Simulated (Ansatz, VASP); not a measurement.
SrTiO3: VASP beside Ansatz

The input INCAR:

```
PREC = Accurate
ENCUT = 520
EDIFF = 1E-6
ISMEAR = 0
SIGMA = 0.05
LREAL = F
LASPH = T
NELM = 80
ALGO = Normal
ISIF = 2
LWAVE = F
LCHARG = T
GGA = PS
LELF = T
LVHAR = T
NBANDS = 28
```

KPOINTS

```
Automatic mesh
0
Gamma
  8 8 8
```

Contents of POSCAR:

```
SrTiO3
1.0
    3.8396261655      0.0000000000      0.0000000000
    0.0000000000      3.8396261655      0.0000000000
    0.0000000000      0.0000000000      3.8913815400
Sr Ti O
1 1 3
Direct
    0.0072188559      0.0000000000      0.0000000000
    0.5178206165      0.5000000000      0.5000000000
   -0.0291211991      0.5000000000      0.5000000000
    0.4681347103      0.0000000000      0.5000000000
    0.4681347103      0.5000000000      0.0000000000
```

Input for Ansatz:

```yaml
crystal:
  lattice:
    - [3.8396261655, 0.0, 0.0]
    - [0.0, 3.8396261655, 0.0]
    - [0.0, 0.0, 3.89138154]
  atoms:
    - { symbol: Sr, position: [0.0072188559, 0.0, 0.0] }
    - { symbol: Ti, position: [0.5178206165, 0.5, 0.5] }
    - { symbol: O, position: [-0.0291211991, 0.5, 0.5] }
    - { symbol: O, position: [0.4681347103, 0.0, 0.5] }
    - { symbol: O, position: [0.4681347103, 0.5, 0.0] }
basis:
  ecutwfc: 520.0
kpoints:
  mp_grid: { grid: [8, 8, 8] }
hamiltonian:
  xc: pbesol
  pseudopotentials: { kind: paw, azcp: { folder: soft_1 } }
scf:
  occupations: { method: gaussian, width: 0.05 }
output:
  forces: true
  stress: true
  eigenvalues: true
```

Change from the starting cell: mode 1 frozen in at -0.124 Å, equal normal strain along x and y -0.0133.

Alike in both runs: task single point; functional PBEsol; k mesh 8 × 8 × 8; occupations gaussian, width 0.05 eV; no spin polarisation.

|  | VASP | Ansatz |
| --- | --- | --- |
| version | VASP 6.6.1 | Ansatz 0.2.0 |
| potentials or method | VASP PAW PBE potentials, release 64 (Sr_sv, Ti_sv, O), cutoff 520 eV | scalar-relativistic, plane waves, PAW |
| valence electrons in the cell | 40 | 40 |

```csv
,VASP,Ansatz,Ansatz less VASP
gap on the k mesh at the Fermi level (eV),1.98,2.02,+0.042
least direct gap on the mesh (eV),2.58,2.61,+0.025
pressure (GPa),8.7,8.0,-0.74
"traceless stress, the component that is largest in VASP (GPa)",6.70,6.54,-0.162
rms of the force components (eV/Å),0.588,0.553,-0.0349
```

VASP's potentials were made for PBE, not for PBEsol, and Ansatz warns of the same on its side. Atom by atom the forces differ by 0.035 eV/Å (rms over components).
